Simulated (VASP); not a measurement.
Here is a VASP 6.6.1 calculation.

File INCAR:

```
SYSTEM = WC
ALGO = Normal ; EDIFF = 1E-7
EDIFFG = -0.001 ; ENCUT = 600
GGA = CA ; IBRION = 2
ISIF = 3 ; ISMEAR = -1
LASPH = .TRUE. ; LCHARG = .FALSE.
LREAL = .FALSE. ; LWAVE = .FALSE.
NELM = 100 ; NSW = 80
PREC = Accurate ; SIGMA = 0.15
```

The input KPOINTS:

```
k-points
0
G
  15 15 12
  0 0 0
```

File POSCAR:

```
WC
1.0
    2.8842496713      0.0000000000      0.0000000000
   -1.4421248357      2.4978334862      0.0000000000
    0.0000000000      0.0000000000      2.8119798401
W C
1 1
Direct
    0.0000000000      0.0000000000      0.0000000000
    0.6666666667      0.3333333333      0.5000000000
```

Potentials or basis: VASP PAW LDA potentials, release 64 (W_sv, C).

The run is started by

```bash
$ cat potpaw_LDA.64/W_sv/POTCAR potpaw_LDA.64/C/POTCAR > POTCAR
$ mpirun -np 1 vasp_std > vasp.out
```

(1) What does it give for the relaxed volume?

(2) Predict the relaxed cell.

(3) What does it give for the space group after relaxing (to 0.1 Å)?

Results:

(1) 10.19 Å³/atom.

(2) a = 2.890 Å, b = 2.890 Å, c = 2.817 Å, α = 90.00°, β = 90.00°, γ = 120.00°.

(3) P-6m2 (No. 187).
